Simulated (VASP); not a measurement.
The system is Nb3CrGa.

```xyz
5
Lattice="4.1771 0.0000 0.0000 0.0000 4.1771 0.0000 0.0000 0.0000 4.1771" Properties=species:S:1:pos:R:3 pbc="T T T"
Nb    0.0000    2.0885    2.0885
Nb    2.0885    0.0000    2.0885
Nb    2.0885    2.0885    0.0000
Cr    0.0000    0.0000    0.0000
Ga    2.0885    2.0885    2.0885
```

- Program: VASP 6.6.1
- Task: relaxation of cell and atoms
- Functional: PBE
- Potentials or basis: VASP PAW PBE potentials, release 64 (Nb_sv, Cr_pv, Ga_d)
- Cutoff: 600 eV
- k mesh: 4 × 4 × 4
- Occupations: gaussian, width 0.1 eV
- Spin: collinear spin, ferromagnetic start
- Starting moments: [0.0, 0.0, 0.0, 3.17, 0.0] μB

At the start: pressure 89.0 GPa; volume 14.58 Å³/atom.

Problem. How do energy, volume and symmetry change on relaxing?

Solution. Over 5 steps the energy falls by 1253.9 meV/atom and the volume is 20.71 Å³/atom (+42.1 %); space group Pm-3m (No. 221, to 0.1 Å) before and after; moment 0.70 μB per cell.

The path:
```tsv
step	energy change (eV)	largest force (eV/Å)	pressure (GPa)	volume (Å³)
1	0.0000	0.0000	89.03	72.88
2	0.5388	0.0000	-12.02	196.05
3	-6.0844	0.0000	-7.28	111.39
4	-6.2415	0.0000	-3.05	106.57
5	-6.2697	0.0000	0.05	103.57
```

Final structure:
```yaml
crystal:
  lattice:
    - [4.69620, 0.00000, 0.00000]
    - [0.00000, 4.69620, 0.00000]
    - [0.00000, 0.00000, 4.69620]
  atoms:
    - { symbol: Nb, position: [0.00000, 0.50000, 0.50000] }
    - { symbol: Nb, position: [0.50000, 0.00000, 0.50000] }
    - { symbol: Nb, position: [0.50000, 0.50000, 0.00000] }
    - { symbol: Cr, position: [0.00000, 0.00000, 0.00000] }
    - { symbol: Ga, position: [0.50000, 0.50000, 0.50000] }
```

Caveat: the k points lie up to 0.33 Å⁻¹ apart in the final cell; the volume moved by over 15 % at a fixed basis, so the end points are rough.
